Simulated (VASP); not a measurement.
Crystal: SrO.

```
Sr O
1.0
     0.00000    2.56630    2.56630
     2.56630    0.00000    2.56630
     2.56630    2.56630    0.00000
Sr O
1 1
Direct
  0.50000 0.50000 0.50000
  0.00000 0.00000 0.00000
```

```yaml
Program: VASP 6.6.1
Task: relaxation of cell and atoms
Functional: RPBE
Potentials_or_basis: VASP PAW PBE potentials, release 64 (Sr_sv, O)
Cutoff: 600 eV
k_mesh: 9 × 9 × 9
Occupations: fermi-dirac, width 0.05 eV
Spin: no spin polarisation
```

At the start: pressure 6.9 GPa; volume 16.90 Å³/atom.

Question: Where does the relaxation end?

Answer: Over 3 steps the energy falls by 27.2 meV/atom and the volume is 18.25 Å³/atom (+8.0 %); space group Fm-3m (No. 225, to 0.05 Å).

The path:
| step | energy change (eV) | largest force (eV/Å) | pressure (GPa) | volume (Å³) |
| --- | --- | --- | --- | --- |
| 1 | 0.0000 | 0.0000 | 6.90 | 33.80 |
| 2 | -0.0485 | 0.0000 | -1.87 | 37.49 |
| 3 | -0.0544 | 0.0000 | 0.02 | 36.50 |

Final structure:
```cif
data_structure
_symmetry_space_group_name_H-M 'P 1'
_symmetry_Int_Tables_number 1
_cell_length_a 3.7235
_cell_length_b 3.7235
_cell_length_c 3.7235
_cell_angle_alpha 60.000
_cell_angle_beta 60.000
_cell_angle_gamma 60.000
_cell_volume 36.50
loop_
_atom_site_label
_atom_site_type_symbol
_atom_site_fract_x
_atom_site_fract_y
_atom_site_fract_z
_atom_site_occupancy
Sr1 Sr 0.50000 0.50000 0.50000 1
O1 O 0.00000 0.00000 0.00000 1
```

Caveat: the PAW data sets were made with another functional, which shifts forces and pressure a little.
